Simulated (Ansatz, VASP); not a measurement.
GaAs in VASP and in Ansatz

```
Ga As
1.0
     0.00000    2.68551    2.89752
     2.68551    0.00000    2.89752
     2.68551    2.68551    0.00000
Ga As
1 1
Direct
  0.00000 0.00000 0.00000
  0.75000 0.75000 0.75000
```

Change from the starting cell: strain -0.050 along x and y, +0.025 along z, atoms carried along.

Alike in both runs: task single point; functional r2SCAN; k mesh 8 × 8 × 8; occupations gaussian, width 0.05 eV; no spin polarisation.

|  | VASP | Ansatz |
| --- | --- | --- |
| version | VASP 6.6.1 | Ansatz 0.2.0 |
| potentials or method | VASP PAW PBE potentials, release 64 (Ga_d, As), cutoff 520 eV | scalar-relativistic, plane waves, PAW |
| valence electrons in the cell | 18 | 28 |

VASP gave:

```
gap on the k mesh at the Fermi level (eV)                     : 1.23
least direct gap on the mesh (eV)                             : 1.40
pressure (GPa)                                                : 7.5
traceless stress, the component that is largest in VASP (GPa) : -4.02
```

Estimate Ansatz's values.

gap on the k mesh at the Fermi level (eV): 1.24; least direct gap on the mesh (eV): 1.43; pressure (GPa): 7.3; traceless stress, the component that is largest in VASP (GPa): -4.04.

VASP's potentials were made for PBE, not for r2SCAN. With one functional, cell and mesh, what is left measures potentials, basis and numerics. VASP's potentials hold 18 valence electrons a cell and Ansatz's 28, so a difference there can come from the potentials and not from the codes.
